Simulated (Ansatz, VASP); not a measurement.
# TiO2: VASP beside Ansatz

```
Ti O
1.0
     4.64038    0.00000    0.00000
     0.00000    4.64038    0.00000
     0.00000    0.00000    3.00638
Ti O
2 4
Direct
  0.87070 0.00000 0.00000
  0.50000 0.50000 0.50000
  0.30565 0.30565 0.00000
  0.19435 0.80565 0.50000
  0.69435 0.69435 0.00000
  0.80565 0.19435 0.50000
```

Alike in both runs: task single point; functional PBE; k mesh 6 × 6 × 10; occupations gaussian, width 0.05 eV; no spin polarisation; Hubbard terms Ti d U = 4.0 eV.

|  | VASP | Ansatz |
| --- | --- | --- |
| version | VASP 6.6.1 | Ansatz 0.2.0 |
| potentials or method | VASP PAW PBE potentials, release 64 (Ti_sv, O), cutoff 520 eV | scalar-relativistic, plane waves, PAW |
| valence electrons in the cell | 48 | 48 |

```tsv
	VASP	Ansatz	Ansatz less VASP
gap on the k mesh at the Fermi level (eV)	1.66	1.62	-0.043
least direct gap on the mesh (eV)	1.70	1.72	+0.019
pressure (GPa)	21.6	16.3	-5.25
traceless stress, the component that is largest in VASP (GPa)	-22.64	-20.63	+2.009
rms of the force components (eV/Å)	3.190	2.955	-0.2351
```

The programs project onto different local orbitals, so the same U acts differently, and such runs can settle in different states. Atom by atom the forces differ by 0.347 eV/Å (rms over components).
